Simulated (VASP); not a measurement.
# LiF (Griceite) (Fm-3m) in VASP: further runs

LiF (Griceite) is run at these levels: PBE; tasks: single point, relaxation of the atoms.

Everything below comes from runs of VASP 6.6.1. Logs are shortened: lines on timing, memory, paths and dates and some standing lists are left out, and cuts for length are marked.

## (1) The cell of the first run

It takes space group Fm-3m (No. 225, cubic). Conventional cell: a = 4.028 Å, b = 4.028 Å, c = 4.028 Å, α = 90.00°, β = 90.00°, γ = 90.00°. Li (site symmetry m-3m) has 6 F at 2.01 Å within 2.7 Å. F (site symmetry m-3m) has 6 Li at 2.01 Å within 2.7 Å.

## (2) Single point, PBE

INCAR reads:

```
SYSTEM = LiF
PREC = Accurate
ENCUT = 520
EDIFF = 1E-7
ISMEAR = -1
SIGMA = 0.02
LREAL = .FALSE.
LASPH = .TRUE.
NELM = 80
ALGO = Normal
ISIF = 2
LWAVE = .FALSE.
LCHARG = .FALSE.
GGA = PE
NBANDS = 12
```

KPOINTS reads:

```
regular mesh
0
G
  8 8 8
  0 0 0
```

POSCAR reads:

```
LiF
1.0
    0.0000000000      2.0140000000      2.0140000000
    2.0140000000      0.0000000000      2.0140000000
    2.0140000000      2.0140000000      0.0000000000
Li F
1 1
Direct
    0.0000000000      0.0000000000      0.0000000000
    0.5000000000      0.5000000000      0.5000000000
```

Potentials or basis: VASP PAW PBE potentials, release 64 (Li_sv, F).

Run with:

```
> cat potpaw_PBE.64/Li_sv/POTCAR potpaw_PBE.64/F/POTCAR > POTCAR
> mpirun -np 1 vasp_std > vasp.out
```

OUTCAR:

```text
SYSTEM = LiF
   PREC = Accurate
   ENCUT = 520
   EDIFF = 1E-7
   ISMEAR = -1
   LREAL = .FALSE.
   LASPH = .TRUE.
   NELM = 80
   ISIF = 2
   GGA = PE

 ion  position               nearest neighbor table
   1  0.000  0.000  0.000-   2 2.01   2 2.01   2 2.01   2 2.01   2 2.01   2 2.01
   2  0.500  0.500  0.500-   1 2.01   1 2.01   1 2.01   1 2.01   1 2.01   1 2.01

  LATTYP: Found a face centered cubic cell.
 ALAT       =     4.0280000000

  Lattice vectors:

 A1 = (   0.0000000000,   2.0140000000,   2.0140000000)
 A2 = (   2.0140000000,   0.0000000000,   2.0140000000)
 A3 = (   2.0140000000,   2.0140000000,   0.0000000000)

Analysis of symmetry for initial positions (statically):
=====================================================================
 Subroutine PRICEL returns:
 Original cell was already a primitive cell.

 Routine SETGRP: Setting up the symmetry group for a
 face centered cubic supercell.

 Subroutine GETGRP returns: Found 48 space group operations
 (whereof 48 operations were pure point group operations)
 out of a pool of 48 trial point group operations.

The static configuration has the point symmetry O_h .

Analysis of symmetry for dynamics (positions and initial velocities):
=====================================================================
 Subroutine PRICEL returns:
 Original cell was already a primitive cell.

 Routine SETGRP: Setting up the symmetry group for a
 face centered cubic supercell.

 Subroutine GETGRP returns: Found 48 space group operations
 (whereof 48 operations were pure point group operations)
 out of a pool of 48 trial point group operations.

The dynamic configuration has the point symmetry O_h .

 Subroutine INISYM returns: Found 48 space group operations
 (whereof 48 operations are pure point group operations),
 and found     1 'primitive' translations

----------------------------------------------------------------------------------------

                                     Primitive cell

  volume of cell :      16.3384

  direct lattice vectors                    reciprocal lattice vectors
     0.000000000  2.014000000  2.014000000    -0.248262165  0.248262165  0.248262165
     2.014000000  0.000000000  2.014000000     0.248262165 -0.248262165  0.248262165
     2.014000000  2.014000000  0.000000000     0.248262165  0.248262165 -0.248262165

  length of vectors
     2.848226115  2.848226115  2.848226115     0.430002683  0.430002683  0.430002683

  position of ions in fractional coordinates (direct lattice)
     0.000000000  0.000000000  0.000000000
     0.500000000  0.500000000  0.500000000

  ion indices of the primitive-cell ions
   primitive index   ion index
                 1           1
                 2           2

----------------------------------------------------------------------------------------

 KPOINTS: regular mesh

Automatic generation of k-mesh.
 Grid dimensions read from file:
 generate k-points for:    8    8    8

 Generating k-lattice:

  Cartesian coordinates                     Fractional coordinates (reciprocal lattice)
    -0.031032771  0.031032771  0.031032771     0.125000000  0.000000000  0.000000000
     0.031032771 -0.031032771  0.031032771     0.000000000  0.125000000  0.000000000
     0.031032771  0.031032771 -0.031032771     0.000000000  0.000000000  0.125000000

  Length of vectors
     0.053750335  0.053750335  0.053750335

  Shift w.r.t. Gamma in fractional coordinates (k-lattice)
     0.000000000  0.000000000  0.000000000

 Subroutine IBZKPT returns following result:
 ===========================================

 Found     29 irreducible k-points:

 Following reciprocal coordinates:
            Coordinates               Weight
  0.000000  0.000000  0.000000      1.000000
  0.125000  0.000000  0.000000      8.000000
  0.250000  0.000000  0.000000      8.000000
  0.375000  0.000000  0.000000      8.000000
  0.500000  0.000000  0.000000      4.000000
  0.125000  0.125000  0.000000      6.000000
[... 16 lines left out ...]
  0.500000  0.250000  0.125000     48.000000
 -0.375000  0.250000  0.125000     24.000000
 [... further k-points ...]
   k-points           NKPTS =     29   k-points in BZ     NKDIM =     29   number of bands    NBANDS=     12
   number of dos      NEDOS =    301   number of ions     NIONS =      2
   total plane-waves  NPLWV =  13824
   dimension x,y,z NGX =    24 NGY =   24 NGZ =   24
   dimension x,y,z NGXF=    48 NGYF=   48 NGZF=   48
   ions per type =               1   1
   NGX,Y,Z   is equivalent  to a cutoff of  14.01, 14.01, 14.01 a.u.
   NGXF,Y,Z  is equivalent  to a cutoff of  28.02, 28.02, 28.02 a.u.
 SYSTEM =  LiF
   PREC   = accura    normal or accurate (medium, high low for compatibility)
   ISTART =      0    job   : 0-new  1-cont  2-samecut
   ICHARG =      2    charge: 1-file 2-atom 10-const
   ISPIN  =      1    spin polarized calculation?
   LNONCOLLINEAR =      F non collinear calculations
   LSORBIT =      F    spin-orbit coupling
   LASPH  =      T    aspherical Exc in radial PAW
   ENCUT  =  520.0 eV  38.22 Ry    6.18 a.u.   5.30  5.30  5.30*2*pi/ulx,y,z
   NELM   =     80;   NELMIN=  2; NELMDL= -5     # of ELM steps
   EDIFF  = 0.1E-06   stopping-criterion for ELM
   LREAL  =      F    real-space projection
   EDIFFG = 0.1E-05   stopping-criterion for IOM
   NSW    =      0    number of steps for IOM
   IBRION =     -1    ionic relax: 0-MD 1-quasi-New 2-CG
   NFREE  =      0    steps in history (QN), initial steepest desc. (CG)
   ISIF   =      2    stress and relaxation
   ISYM   =      2    0-nonsym 1-usesym 2-fastsym
   POTIM  = 0.5000    time-step for ionic-motion
   TEBEG  =    0.0;   TEEND  =   0.0 temperature during run
   PSTRESS=    0.0 pullay stress
   NELECT =      10.0000    total number of electrons
   NUPDOWN=      -1.0000    fix difference up-down
   EMIN   =  10.00;   EMAX   =-10.00  energy-range for DOS
   EFERMI =   0.00;   METHOD = LEGACY
   ISMEAR =    -1;   SIGMA  =   0.02  broadening in eV -4-tet -1-fermi 0-gaus
   EFERMI_NEDOS =   21; number of points for ismear=-14 and -15
   IALGO  =     38    algorithm
   IMIX   =      4    mixing-type and parameters
     AMIX     =   0.40;   BMIX     =  1.00
     AMIX_MAG =   1.60;   BMIX_MAG =  1.00
  volume/ion in A,a.u.               =       8.17        55.13
  Fermi-wavevector in a.u.,A,eV,Ry     =   1.389970  2.626662 26.286674  1.932016
  Thomas-Fermi vector in A             =   2.513950
   LORBIT       =      0    0 simple, 1 ext, 2 COOP (PROOUT), +10 PAW based schemes
   GGA     = PE    functional components
   LHFCALC =     F    Hartree Fock is set to
   AEXX    =    0.0000 exact exchange contribution
   IVDW    =     0    specifies the selected vdW correction
   LEPSILON=     F    determine dielectric tensor
   LRPA    =     F    only Hartree local field effects (RPA)
 non-spin polarized calculation
  energy-cutoff  :      520.00
  volume of cell :       16.34
 maximum number of plane-waves:       459
 NGX is ok and might be reduce to    24
   NGX = 11   NGY = 11   NGZ = 11

 number of electron      10.0000000 magnetization

 number of electron       9.9999992 magnetization

 Free energy of the ion-electron system (eV)
  ---------------------------------------------------
  ext. energy  EPLUGINS =         0.00000000
  ---------------------------------------------------
  free energy    TOTEN  =        -9.63760146 eV

  energy without entropy =       -9.63760146  energy(sigma->0) =       -9.63760146

 E-fermi :  -0.5940     XC(G=0):  -9.9825

 val. band max:       -1.0187512564   @ k =   0.0000   0.0000   0.0000
 cond. band min:       8.0685246856   @ k =   0.0000   0.0000   0.0000
 fundamental gap:      9.0872759420
 Fermi energy:        -0.5939548153

 k-point     1 :       0.0000    0.0000    0.0000
  band No.  band energies     occupation
      1     -41.9388      2.00000
      2     -20.9937      2.00000
      3      -1.0188      2.00000
      4      -1.0188      2.00000
      5      -1.0188      2.00000
      6       8.0685      0.00000
      7      22.9474      0.00000
      8      22.9474      0.00000
      9      22.9474      0.00000
     10      23.3054      0.00000
     11      23.3054      0.00000
     12      23.3054      0.00000

 k-point     2 :       0.1250    0.0000    0.0000
  band No.  band energies     occupation
      1     -41.9301      2.00000
      2     -20.9331      2.00000
      3      -1.4537      2.00000
      4      -1.0539      2.00000
      5      -1.0539      2.00000
      6       8.5083      0.00000
      7      19.5695      0.00000
      8      21.3134      0.00000
      9      21.3134      0.00000
     10      24.6076      0.00000
     11      24.6585      0.00000
     12      24.6585      0.00000

 k-point     3 :       0.2500    0.0000    0.0000
  band No.  band energies     occupation
      1     -41.9094      2.00000
      2     -20.7833      2.00000
      3      -2.3870      2.00000
      4      -1.1361      2.00000
      5      -1.1361      2.00000
      6       9.3275      0.00000
      7      16.9266      0.00000
      8      19.5317      0.00000
      9      19.5317      0.00000
     10      26.0034      0.00000
     11      26.5076      0.00000
     12      26.5076      0.00000
[... 286 lines left out ...]
 k-point    23 :       0.5000    0.2500    0.1250
  band No.  band energies     occupation
      1     -41.8787      2.00000
      2     -20.5031      2.00000
      3      -3.1371      2.00000
      4      -2.1303      2.00000
      5      -1.4310      2.00000
      6      11.2747      0.00000
      7      14.9470      0.00000
      8      18.0561      0.00000
      9      18.4785      0.00000
     10      24.6998      0.00000
     11      29.2945      0.00000
     12      32.0091      0.00000

 k-point    24 :      -0.3750    0.2500    0.1250
  band No.  band energies     occupation
      1     -41.8721      2.00000
      2     -20.4414      2.00000
      3      -3.3460      2.00000
      4      -2.2452      2.00000
      5      -1.4992      2.00000
      6      11.4958      0.00000
      7      14.7226      0.00000
      8      17.9386      0.00000
      9      18.1471      0.00000
     10      26.5898      0.00000
     11      27.6972      0.00000
     12      33.2217      0.00000

 [... further k-points ...]
[... 5 lines left out ...]
  --------------------------------------------------------------------------------------
  -------------------------------------------------------------------------------------
  Total        0.1709201      0.1709201      0.1709201      0.0000000      0.0000000     -0.0000000
  in kB       16.7608252     16.7608252     16.7608252      0.0000000      0.0000000     -0.0000000
  external PRESSURE =      16.7608252 kB  Pullay stress =       0.0000000 kB

 VOLUME and BASIS-vectors are now :
 -----------------------------------------------------------------------------
  energy-cutoff  :      520.00
  volume of cell :       16.34
      direct lattice vectors                 reciprocal lattice vectors
     0.000000000  2.014000000  2.014000000    -0.248262165  0.248262165  0.248262165
     2.014000000  0.000000000  2.014000000     0.248262165 -0.248262165  0.248262165
     2.014000000  2.014000000  0.000000000     0.248262165  0.248262165 -0.248262165

 POSITION                                       TOTAL-FORCE (eV/Angst)
 -----------------------------------------------------------------------------------
      0.00000      0.00000      0.00000        -0.000000      0.000000     -0.000000
      2.01400      2.01400      2.01400         0.000000     -0.000000      0.000000
 -----------------------------------------------------------------------------------
    total drift:                               -0.000000     -0.000000      0.000000

  FREE ENERGIE OF THE ION-ELECTRON SYSTEM (eV)
  ---------------------------------------------------
  free  energy   TOTEN  =        -9.6376014643 eV

  energy  without entropy=       -9.6376014643  energy(sigma->0) =       -9.63760146
```

Run time: 5.7 s. Hardware: 1 thread of Intel Xeon Platinum 8259CL at 2.50GHz (Skylake/Cascade Lake), shared host; peak memory 0.13 GiB.

Results:

```
Free energy            : -9.6376 eV
Band gap on the k mesh : 9.09 eV, direct
```

Levels at points of the mesh, in eV from the valence-band top:
```
           k point  band 3  band 4  band 5  band 6  band 7  band 8
(0.00, 0.00, 0.00)    0.00    0.00    0.00    9.09   23.97   23.97
(0.50, 0.00, 0.00)   -2.52   -0.23   -0.23   10.77   16.74   18.90
(0.50, 0.50, 0.00)   -3.00   -1.00   -1.00   14.81   16.47   17.45
```

Caveat: the cutoff is under 1.25 times the usual one of these potentials, so pressure, stress and relaxed cells hold a basis-set (Pulay) error.

## (3) Relaxation of the atoms, PBE

INCAR reads:

```
  PREC = Accurate
  ENCUT = 520
  EDIFF = 1E-6
  ISMEAR = -1
  SIGMA = 0.02
  LREAL = F
  LASPH = T
  NELM = 100
  ALGO = Normal
  ISIF = 2
  LWAVE = F
  LCHARG = F
  GGA = PE
  IBRION = 2
  NSW = 80
  EDIFFG = -0.02
```

KPOINTS reads:

```
Automatic mesh
0
Gamma
  8 8 8
```

POSCAR is that of step 2.

Potentials or basis: VASP PAW PBE potentials, release 64 (Li_sv, F).

Run with:

```
> cat potpaw_PBE.64/Li_sv/POTCAR potpaw_PBE.64/F/POTCAR > POTCAR
> mpirun -np 1 vasp_std > vasp.out
```

It took 4.4 s on 1 thread of Intel Xeon Platinum 8259CL at 2.50GHz (Skylake/Cascade Lake), shared host; peak memory 0.13 GiB.

It converged, with:

```
Free energy            : -9.6376 eV
Band gap on the k mesh : 9.09 eV, direct
```

Final structure:
```yaml
crystal:
  lattice:
    - [0.00000, 2.01400, 2.01400]
    - [2.01400, 0.00000, 2.01400]
    - [2.01400, 2.01400, 0.00000]
  atoms:
    - { symbol: Li, position: [0.00000, 0.00000, 0.00000] }
    - { symbol: F, position: [0.50000, 0.50000, 0.50000] }
```

Levels at points of the mesh, in eV from the valence-band top:
```tsv
k point	band 1	band 2	band 3	band 4	band 5	band 6	band 7	band 8	band 9
(0.00, 0.00, 0.00)	-40.92	-19.97	0.00	0.00	0.00	9.09	23.97	23.97	23.97
(0.50, 0.00, 0.00)	-40.86	-19.54	-2.52	-0.23	-0.23	10.77	16.74	18.90	18.90
(0.50, 0.50, 0.00)	-40.85	-19.27	-3.00	-1.00	-1.00	14.81	16.47	17.45	20.24
```

Caveat: the cutoff is under 1.25 times the usual one of these potentials, so pressure, stress and relaxed cells hold a basis-set (Pulay) error; the relaxation stopped at its first step, so nothing moved.
